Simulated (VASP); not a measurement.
Here is a VASP 6.6.1 calculation.

File INCAR:

```
  PREC = Accurate
  ENCUT = 520
  EDIFF = 1E-6
  ISMEAR = -1
  SIGMA = 0.05
  LREAL = False
  LASPH = True
  NELM = 60
  ALGO = Normal
  ISIF = 2
  LWAVE = False
  LCHARG = True
  GGA = PE
  LELF = True
  LVHAR = True
  NBANDS = 15
```

KPOINTS

```
regular mesh
0
Gamma
  8 8 8
```

Contents of POSCAR:

```
Al2Pt
1.0
    0.0000000000      2.9150626719      2.9150626719
    2.9150626719      0.0000000000      2.9150626719
    2.9150626719      2.9150626719      0.0000000000
Pt Al
1 2
Direct
    0.0000000000      0.0000000000      0.0000000000
    0.7500000000      0.7500000000      0.7500000000
    0.2500000000      0.2500000000      0.2500000000
```

Potentials or basis: VASP PAW PBE potentials, release 64 (Pt, Al).

Run with:

```bash
$ cat potpaw_PBE.64/Pt/POTCAR potpaw_PBE.64/Al/POTCAR > POTCAR
$ mpirun -np 1 vasp_std > vasp.out
```

**Question.** Predict the pressure.

**Answer.** 8.6 GPa.

**Question.** Predict the band gap on the k mesh.

**Answer.** Zero (band 8 reaches 12.24 eV, above the bottom of band 9 at 6.71 eV).

Caveat: spin-orbit coupling is left out, which moves the levels of the heavy elements.
